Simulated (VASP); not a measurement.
Wanted: the native input for a VASP 6.6.1 run.

```yaml
Task: single point
Functional: PBEsol
Potentials_or_basis: VASP PAW PBE potentials, release 64 (Ir)
Cutoff: 520 eV
k_mesh: 9 × 9 × 8
Occupations: gaussian, width 0.1 eV
Spin: no spin polarisation
Dipole_correction: no
Further_INCAR_settings: ALGO = Fast; EDIFF = 1e-07; NBANDS = 10
```

The structure of Ir lies in POSCAR:

```
Ir
1.0
    2.6194997309      0.0000000000      0.0000000000
   -1.3097498655      2.2685533122      0.0000000000
    0.0000000000      0.0000000000      2.4475950611
Ir
1
Direct
    0.0000000000      0.0000000000      0.0000000000
```

One way to write it, as run:

INCAR

```
ALGO     = Fast           # electronic algorithm
EDIFF    = 1E-7           # SCF threshold, eV
ENCUT    = 520            # plane-wave cutoff, eV
GGA      = PS             # functional
ISIF     = 2              # what is computed and relaxed
ISMEAR   = 0              # smearing method
LASPH    = T              # aspherical terms in the spheres
LCHARG   = T              # write CHGCAR
LELF     = T              # ELF
LREAL    = F              # projectors in reciprocal space
LVHAR    = T            
LWAVE    = F              # write WAVECAR
NBANDS   = 10             # bands
NELM     = 60             # most SCF steps
PREC     = Accurate       # precision mode
SIGMA    = 0.1            # smearing width, eV
```

KPOINTS

```
k-points
0
Gamma
  9 9 8
```

Potentials or basis: VASP PAW PBE potentials, release 64 (Ir).

Run with:

```sh
$ cat potpaw_PBE.64/Ir/POTCAR > POTCAR
$ mpirun -np 1 vasp_std > vasp.out
```

Results of the run:

```json
{
  "Pressure": "19.5 GPa"
}
```

Caveat: the PAW data sets were made with another functional, which shifts forces and pressure a little.

It took 4.6 s on 1 thread of Intel(R) Xeon(R) 6975P-C (Granite Rapids), with other jobs on the host, peak memory 0.13 GiB.
